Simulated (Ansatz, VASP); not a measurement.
Two plane-wave programs on NaSc3

```
CELL_PARAMETERS angstrom
4.23504 0.00000 0.00000
0.00000 4.23504 0.00000
0.00000 0.00000 4.19151
ATOMIC_POSITIONS crystal
Na 0.00000 0.00000 0.00000
Sc 0.00000 0.50000 0.50000
Sc 0.50000 0.00000 0.50000
Sc 0.50000 0.50000 0.00000
```

Alike in both runs: task relaxation of cell and atoms; functional PBE; k mesh 4 × 4 × 4; occupations gaussian, width 0.1 eV; no spin polarisation.

|  | VASP | Ansatz |
| --- | --- | --- |
| version | VASP 6.6.1 | Ansatz 0.2.0 |
| potentials or method | VASP PAW PBE potentials, release 64 (Na_pv, Sc_sv), cutoff 500 eV | scalar-relativistic, plane waves, PAW |
| valence electrons in the cell | 40 | 42 |

```csv
,VASP,Ansatz,Ansatz less VASP
"gap on the k mesh at the Fermi level, each at its own relaxed structure (eV)",none,none,-
relaxed volume (Å³/atom),25.90,25.97,+0.072
relaxed cell length with the largest relative difference (Å),4.668,4.684,+0.0158
```

A gap of «none» marks a metal or a gap that the smearing closes. VASP's potentials hold 40 valence electrons a cell and Ansatz's 42, so a difference there can come from the potentials and not from the codes.

The k mesh is coarse, so the values compare programs but aren't converged. Noted on VASP's run: the volume moved by over 15 % at a fixed basis, so the end points are rough.
